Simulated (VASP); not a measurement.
# Mg8HO8 (a cell with a defect) in VASP: single point with PBE

Aim: the single point of Mg8HO8 (a cell with a defect) with PBE.

Everything below comes from runs of VASP 6.6.1. Logs are shortened: lines on timing, memory, paths and dates and some standing lists are left out, and cuts for length are marked.

**1. The cell of the first run**

The cell holds a defect, 17 atoms: a = 5.932 Å, b = 5.932 Å, c = 5.932 Å, α = 60.00°, β = 60.00°, γ = 60.00°.

**2. Single point, PBE**

The input, INCAR:

```
PREC     = Accurate       # precision mode
ENCUT    = 520            # plane-wave cutoff, eV
EDIFF    = 1E-7           # SCF threshold, eV
ISMEAR   = 0              # smearing method
SIGMA    = 0.02           # smearing width, eV
LREAL    = Auto         
LASPH    = True           # aspherical terms in the spheres
NELM     = 80             # most SCF steps
ALGO     = Normal         # electronic algorithm
ISIF     = 2              # what is computed and relaxed
LWAVE    = False          # write WAVECAR
LCHARG   = False          # write CHGCAR
GGA      = PE             # functional
NELECT   = 64.0         
NBANDS   = 46             # bands
```

The input, KPOINTS:

```
Automatic mesh
0
Gamma
  2 2 2
```

The input, POSCAR:

```
Mg8HO8
1.0
    0.0000000000      4.1948000000      4.1948000000
    4.1948000000      0.0000000000      4.1948000000
    4.1948000000      4.1948000000      0.0000000000
Mg O H
8 8 1
Direct
    0.0030330409      0.0030409078     -0.0155728521
   -0.0039453609      0.0101401735      0.4898374178
   -0.0100702060      0.5045321589     -0.0055410270
   -0.0039627634      0.4974392105      0.4898562506
    0.4963918423      0.0405152808     -0.0104194479
    0.4915012635      0.0031423429      0.4957884762
    0.4962970821      0.4670325164     -0.0104684371
    0.5014776628      0.5047295461      0.4825752122
    0.2408531992      0.2537782493      0.2450741394
    0.2422334795      0.2657247068      0.7347160770
    0.2866799371      0.7536893296      0.1994714885
    0.2422349099      0.7508031372      0.7347322876
    0.7512507152      0.2418083103      0.2437066129
    0.7518415657      0.2538037570      0.7340564508
    0.7512775341      0.7567392963      0.2437222275
    0.7086800324      0.7537837322      0.7772809192
    0.4968153428      0.7541375036      0.9883677410
```

Potentials or basis: VASP PAW PBE potentials, release 64 (Mg, O, H).

Started as:

```
$ cat potpaw_PBE.64/Mg/POTCAR potpaw_PBE.64/O/POTCAR potpaw_PBE.64/H/POTCAR > POTCAR
$ mpirun -np 1 vasp_std > vasp.out
```

OUTCAR:

```text
PREC = Accurate
   ENCUT = 520
   EDIFF = 1E-7
   ISMEAR = 0
   LREAL = Auto
   LASPH = True
   NELM = 80
   ISIF = 2
   GGA = PE
   NELECT = 64.0

 ion  position               nearest neighbor table
   1  0.003  0.003  0.984-  13 2.09  15 2.09  11 2.10  14 2.10  10 2.11  12 2.11   5 2.89   7 2.89
                             6 2.90   4 2.93   2 2.93   3 2.97   3 2.97   2 3.00   4 3.00   6 3.03
   2  0.996  0.010  0.490-  14 2.05   9 2.05  13 2.06  12 2.06  16 2.28  11 2.30   4 2.89   1 2.93
                             8 2.93   3 2.94   6 2.94   5 2.97   5 2.97   6 3.00   3 3.00   8 3.00
   3  0.990  0.505  0.994-  10 2.09  12 2.09  16 2.10   9 2.10  13 2.10  15 2.10   7 2.89   5 2.89
                             8 2.90   2 2.94   4 2.94   1 2.97   1 2.97   4 3.00   2 3.00   8 3.04
   4  0.996  0.497  0.490-  14 2.05   9 2.05  15 2.06  10 2.06  16 2.28  11 2.30   2 2.89   1 2.93
                             8 2.93   6 2.94   3 2.94   7 2.97   7 2.97   3 3.00   6 3.00   8 3.00
   5  0.496  0.041  0.990-  17 1.70  14 1.97   9 1.97  11 2.11  16 2.12  15 2.14  10 2.14   7 2.53
                             6 2.88   3 2.89   1 2.89   8 2.89   2 2.97   2 2.97   8 3.06   1 3.06
   6  0.492  0.003  0.496-  13 2.09  15 2.09  16 2.10   9 2.10  10 2.10  12 2.11   5 2.88   7 2.88
                             1 2.90   4 2.94   2 2.94   8 2.97   8 2.97   2 3.00   4 3.00   1 3.03
   7  0.496  0.467  0.990-  17 1.70   9 1.97  14 1.97  11 2.11  16 2.12  12 2.14  13 2.14   5 2.53
                             6 2.88   3 2.89   1 2.89   8 2.89   4 2.97   4 2.97   8 3.06   1 3.06
   8  0.501  0.505  0.483-  12 2.09  10 2.09  11 2.10  14 2.11  13 2.11  15 2.11   7 2.89   5 2.89
                             3 2.90   4 2.93   2 2.93   6 2.97   6 2.97   2 3.00   4 3.00   3 3.04
   9  0.241  0.254  0.245-   7 1.97   5 1.97   2 2.05   4 2.05   6 2.10   3 2.10
  10  0.242  0.266  0.735-   4 2.06   8 2.09   3 2.09   6 2.10   1 2.11   5 2.14
  11  0.287  0.754  0.199-  17 1.25   8 2.10   1 2.10   5 2.11   7 2.11   2 2.30   4 2.30
  12  0.242  0.751  0.735-   2 2.06   8 2.09   3 2.09   6 2.11   1 2.11   7 2.14
  13  0.751  0.242  0.244-   2 2.06   1 2.09   6 2.09   3 2.10   8 2.11   7 2.14
  14  0.752  0.254  0.734-   7 1.97   5 1.97   4 2.05   2 2.05   1 2.10   8 2.11
  15  0.751  0.757  0.244-   4 2.06   1 2.09   6 2.09   3 2.10   8 2.11   5 2.14
  16  0.709  0.754  0.777-  17 1.25   3 2.10   6 2.10   5 2.12   7 2.12   2 2.28   4 2.28
  17  0.497  0.754  0.988-  11 1.25  16 1.25   5 1.70   7 1.70

  LATTYP: Found a face centered cubic cell.
 ALAT       =     8.3896000000

  Lattice vectors:

 A1 = (   0.0000000000,   4.1948000000,   4.1948000000)
 A2 = (   4.1948000000,   0.0000000000,   4.1948000000)
 A3 = (   4.1948000000,   4.1948000000,   0.0000000000)

Analysis of symmetry for initial positions (statically):
=====================================================================
 Subroutine PRICEL returns:
 Original cell was already a primitive cell.

 Routine SETGRP: Setting up the symmetry group for a
 face centered cubic supercell.

 Subroutine GETGRP returns: Found  1 space group operations
[... 147 lines left out ...]
   IALGO  =     38    algorithm
   IMIX   =      4    mixing-type and parameters
     AMIX     =   0.40;   BMIX     =  1.00
     AMIX_MAG =   1.60;   BMIX_MAG =  1.00
  volume/ion in A,a.u.               =       8.68        58.60
  Fermi-wavevector in a.u.,A,eV,Ry     =   1.239025  2.341419 20.887448  1.535184
  Thomas-Fermi vector in A             =   2.373526
   LORBIT       =      0    0 simple, 1 ext, 2 COOP (PROOUT), +10 PAW based schemes
   GGA     = PE    functional components
   LHFCALC =     F    Hartree Fock is set to
   AEXX    =    0.0000 exact exchange contribution
   IVDW    =     0    specifies the selected vdW correction
   LEPSILON=     F    determine dielectric tensor
   LRPA    =     F    only Hartree local field effects (RPA)
 non-spin polarized calculation
 Gauss-broadening in eV      SIGMA  =   0.02
  energy-cutoff  :      520.00
  volume of cell :      147.63
 maximum number of plane-waves:      3996
 NGX is ok and might be reduce to    48
   NGX = 23   NGY = 23   NGZ = 23

 number of electron      63.9999999 magnetization

 Free energy of the ion-electron system (eV)
  ---------------------------------------------------
  ext. energy  EPLUGINS =         0.00000000
  ---------------------------------------------------
  free energy    TOTEN  =      -101.78684737 eV

  energy without entropy =     -101.78684737  energy(sigma->0) =     -101.78684737

 E-fermi :   3.5352     XC(G=0): -11.1059

 val. band max:        3.3724965080   @ k =   0.0000   0.0000   0.0000
 cond. band min:       7.8541062018   @ k =   0.0000   0.0000   0.0000
 fundamental gap:      4.4816096939
 Fermi energy:         3.5352230677

 k-point     1 :       0.0000    0.0000    0.0000
  band No.  band energies     occupation
      1     -15.0354      2.00000
      2     -13.4135      2.00000
      3     -13.3649      2.00000
      4     -12.7408      2.00000
      5     -12.3978      2.00000
      6     -12.3334      2.00000
[... 365 lines left out ...]
     43      14.9428      0.00000
     44      15.1524      0.00000
 [bands above 44 left out]

------------------------ aborting loop because EDIFF is reached ----------------------------------------

  FORCE on cell =-STRESS in cart. coord.  units (eV):
  Direction    XX          YY          ZZ          XY          YZ          ZX
  --------------------------------------------------------------------------------------
  -------------------------------------------------------------------------------------
  Total        3.3164239     -1.0381199      3.3156724     -0.0021911      0.0018928      6.9536205
  in kB       35.9929004    -11.2666371     35.9847448     -0.0237794      0.0205420     75.4671225
  external PRESSURE =      20.2370027 kB  Pullay stress =       0.0000000 kB

 VOLUME and BASIS-vectors are now :
 -----------------------------------------------------------------------------
  energy-cutoff  :      520.00
  volume of cell :      147.63
      direct lattice vectors                 reciprocal lattice vectors
     0.000000000  4.194800000  4.194800000    -0.119195194  0.119195194  0.119195194
     4.194800000  0.000000000  4.194800000     0.119195194 -0.119195194  0.119195194
     4.194800000  4.194800000  0.000000000     0.119195194  0.119195194 -0.119195194

 POSITION                                       TOTAL-FORCE (eV/Angst)
 -----------------------------------------------------------------------------------
      4.14223      4.14220      0.02548        -0.005133     -0.014317      0.002496
      2.09731      6.23302      4.22079         0.009365      0.002305      0.020472
      6.28797      8.32411      6.26897        -0.010040      0.019561      0.011252
      4.14151      6.23303      6.26484        -0.021353      0.001776     -0.007367
      4.32105      6.23336      2.25222         0.007382     -0.000114      0.023464
      2.09291      4.14148      2.07493        -0.004958     -0.011698      0.002550
[... 9 lines left out ...]
      6.42251      6.23331      6.13474        -0.000928     -0.010262      0.000231
      7.30946      6.23005      5.24750         0.003120      0.010924     -0.002152
 -----------------------------------------------------------------------------------
    total drift:                               -0.001188     -0.006091      0.001790

  FREE ENERGIE OF THE ION-ELECTRON SYSTEM (eV)
  ---------------------------------------------------
  free  energy   TOTEN  =      -101.7868473657 eV

  energy  without entropy=     -101.7868473657  energy(sigma->0) =     -101.78684737
```

Wall time 1.7 min (1 thread of Intel Xeon Platinum 8488C (Sapphire Rapids), shared host); peak memory 0.33 GiB.

What came out:

| Quantity | Value |
| --- | --- |
| Free energy | -101.7868 eV |
| Largest force | 0.043 eV/Å |

Forces on the atoms (eV/Å):
```
Mg  -0.005 -0.014  0.002
Mg   0.009  0.002  0.020
Mg  -0.010  0.020  0.011
Mg  -0.021  0.002 -0.007
Mg   0.007  0.000  0.023
Mg  -0.005 -0.012  0.003
Mg  -0.020  0.002 -0.007
Mg   0.004  0.032 -0.005
O    0.003 -0.002 -0.003
O    0.003 -0.006 -0.004
O    0.026 -0.022 -0.026
O    0.004 -0.007 -0.005
O    0.000  0.005 -0.002
O   -0.001 -0.002  0.000
O    0.005  0.003  0.001
O   -0.001 -0.010  0.000
H    0.003  0.011 -0.002
```

Caveat: the k points lie up to 0.65 Å⁻¹ apart; the cell carries a net charge on a neutralising background, which shifts energy and pressure; the cell is charged against a uniform background, so pressure and absolute levels hang on convention.
